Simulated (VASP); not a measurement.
Wanted: the native input for a VASP 6.6.1 run.

| Item | Value |
| --- | --- |
| Task | single point |
| Functional | PBE |
| Potentials or basis | VASP PAW PBE potentials, release 64 (Sn_d, O) |
| Cutoff | 520 eV |
| k mesh | 10 × 10 × 8 |
| Occupations | gaussian, width 0.05 eV |
| Spin | no spin polarisation |
| Dipole correction | no |
| k mesh for the DOS | 15 × 15 × 12 |
| Occupations for the DOS | tetrahedron |
| Further INCAR settings | ALGO = Normal; EDIFF = 1e-06 |

Crystal: SnO.

```
Sn O
1.0
     3.86825    0.00000    0.00000
     0.00000    3.86825    0.00000
     0.00000    0.00000    5.06763
Sn O
2 2
Cartesian
  0.0000 1.9341 1.1591
  1.9341 0.0000 3.9086
  0.0000 0.0000 0.0000
  1.9341 1.9341 0.0000
```

These files were run (other wordings do the same):

POSCAR

```
SnO
1.0
    3.8682528639      0.0000000000      0.0000000000
    0.0000000000      3.8682528639      0.0000000000
    0.0000000000      0.0000000000      5.0676297782
Sn O
2 2
Direct
    0.0000000000      0.5000000000      0.2287171844
    0.5000000000      0.0000000000      0.7712828156
    0.0000000000      0.0000000000      0.0000000000
    0.5000000000      0.5000000000      0.0000000000
```

INCAR.step1

```
SYSTEM = SnO
ALGO = Normal
EDIFF = 1E-6
ENCUT = 520
GGA = PE
ISIF = 2
ISMEAR = 0
LASPH = .True.
LCHARG = .True.
LREAL = .False.
LWAVE = .False.
NBANDS = 28
NELM = 100
PREC = Accurate
SIGMA = 0.05
```

KPOINTS.step1

```
k-points
0
Gamma
  10 10 8
  0 0 0
```

INCAR.step2

```
SYSTEM = SnO
ALGO = Normal
EDIFF = 1E-6
ENCUT = 520
GGA = PE
ICHARG = 11
ISIF = 2
ISMEAR = -5
LASPH = .True.
LCHARG = .False.
LORBIT = 10
LREAL = .False.
LWAVE = .False.
NEDOS = 1001
NELM = 100
PREC = Accurate
SIGMA = 0.05
```

KPOINTS.step2

```
k-points
0
Gamma
  15 15 12
  0 0 0
```

Potentials or basis: VASP PAW PBE potentials, release 64 (Sn_d, O).

Launch:

```bash
$ cat potpaw_PBE.64/Sn_d/POTCAR potpaw_PBE.64/O/POTCAR > POTCAR
$ cp INCAR.step1 INCAR
$ cp KPOINTS.step1 KPOINTS
$ mpirun -np 1 vasp_std > vasp.out
$ cp INCAR.step2 INCAR
$ cp KPOINTS.step2 KPOINTS
$ mpirun -np 1 vasp_std > vasp.out
```

Results of the run:

The valence electrons inside the program's atomic spheres are Sn 12.08; O 5.00.

It took 12 min on 1 thread of Intel Xeon 8259CL, with other jobs on the host, peak memory 0.47 GiB.
